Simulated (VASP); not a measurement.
## B5N: single point with PBE

The system is B5N.

```
CELL_PARAMETERS angstrom
4.03727 0.00000 0.00000
-2.01863 3.49638 0.00000
0.00000 0.00000 2.90165
ATOMIC_POSITIONS crystal
B 0.33333 0.66667 0.00000
B 0.66667 0.33333 0.00000
B 0.50000 0.00000 0.50000
B 0.50000 0.50000 0.50000
B 0.00000 0.50000 0.50000
N 0.00000 0.00000 0.00000
```

```json
{
  "Program": "VASP 6.6.1",
  "Task": "single point",
  "Functional": "PBE",
  "Potentials or basis": "VASP PAW PBE potentials, release 64 (B, N)",
  "Cutoff": "520 eV",
  "k mesh": "6 × 6 × 6",
  "Occupations": "gaussian, width 0.1 eV",
  "Spin": "collinear spin, ferromagnetic start",
  "Starting moments": "[0.0, 0.0, 0.0, 0.0, 0.0, 1.0] μB"
}
```

```yaml
Pressure: 0.4 GPa
Net_moment: 0.57 μB per cell
Site_moments: B +0.01, +0.00; N +0.42 μB
Valence_electrons_inside_the_program's_atomic_spheres: B 1.82, 1.78; N 3.42
```

Stress tensor (GPa, compression positive):
```
 0.88  0.00  0.00
 0.00  0.88  0.00
 0.00  0.00 -0.49
```

Levels at points of the mesh, in eV from the Fermi level:
Spin up:
```
           k point  band 6  band 7  band 8  band 9  band 10  band 11  band 12  band 13  band 14  band 15
(0.00, 0.00, 0.00)   -6.99   -6.99   -6.30   -0.09     1.70     1.70     2.06     2.09     3.84     3.84
(0.50, 0.00, 0.00)   -4.43   -3.06   -2.59   -0.51    -0.43    -0.13     1.11     1.55     3.49     3.78
(0.00, 0.00, 0.50)   -5.58   -4.09   -4.09   -2.83    -2.56    -2.56    -1.94    -1.02    -1.02     6.46
(0.50, 0.00, 0.50)   -7.41   -6.70   -3.98   -0.16    -0.14     1.15     1.35     2.99     3.50     4.61
```
Spin down:
```tsv
k point	band 7	band 8	band 9	band 10	band 11	band 12	band 13	band 14
(0.00, 0.00, 0.00)	-6.81	-6.20	0.65	2.05	2.13	2.31	2.31	3.89
(0.50, 0.00, 0.00)	-2.89	-2.18	-0.15	0.09	0.19	1.52	1.56	3.54
(0.00, 0.00, 0.50)	-3.51	-3.51	-2.60	-2.60	-2.27	-1.93	-1.02	-1.02
(0.50, 0.00, 0.50)	-6.52	-4.00	0.54	0.69	1.40	1.61	2.95	3.49
```

It took 68 s on 1 thread of Intel Xeon 8259CL, with other jobs on the host, peak memory 0.18 GiB.

Caveat: the k points lie up to 0.36 Å⁻¹ apart.
